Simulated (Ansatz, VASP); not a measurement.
# Ge: VASP beside Ansatz

INCAR

```
PREC = Accurate
ENCUT = 600
EDIFF = 1E-6
ISMEAR = -1
SIGMA = 0.1
LREAL = F
LASPH = T
NELM = 80
ALGO = Normal
ISIF = 3
LWAVE = F
LCHARG = F
GGA = CA
IBRION = 2
NSW = 100
EDIFFG = -0.002
```

Contents of KPOINTS:

```
regular mesh
0
Gamma
  14 14 14
```

File POSCAR:

```
Ge
1.0
    0.0000000000      2.8289100000      2.8289100000
    2.8289100000      0.0000000000      2.8289100000
    2.8289100000      2.8289100000      0.0000000000
Ge
2
Direct
    0.5000000000      0.5000000000      0.5000000000
    0.7500000000      0.7500000000      0.7500000000
```

Input for Ansatz:

```yaml
crystal:
  lattice:
    - [0.0, 2.82891, 2.82891]
    - [2.82891, 0.0, 2.82891]
    - [2.82891, 2.82891, 0.0]
  atoms:
    - { symbol: Ge, position: [0.5, 0.5, 0.5] }
    - { symbol: Ge, position: [0.75, 0.75, 0.75] }
kpoints:
  mp_grid: { grid: [14, 14, 14] }
scf:
  occupations: { method: fermi_dirac, width: 0.1 }
hamiltonian:
  xc: lda
  pseudopotentials: { kind: paw }
relax:
  f_tol: 0.002
  max_steps: 80
  cell: {}
output:
  forces: true
  stress: true
```

Alike in both runs: task relaxation of cell and atoms; functional LDA; k mesh 14 × 14 × 14; occupations fermi-dirac, width 0.1 eV; no spin polarisation.

```csv
,VASP,Ansatz
version,VASP 6.6.1,Ansatz 0.2.0
potentials or method,"VASP PAW LDA potentials, release 64 (Ge_d)","PAW with Ansatz's default frozen-core files, scalar-relativistic"
plane-wave cutoff (eV),600,420
valence electrons in the cell,28,28
```

```csv
,VASP,Ansatz,Ansatz less VASP
relaxed volume (Å³/atom),22.26,22.22,-0.039
relaxed length of the cell vector where the two differ most in proportion (Å),3.978,3.976,-0.0023
```

LDA's correlation is that of Perdew and Zunger in VASP and of Perdew and Wang (1992) in Ansatz.
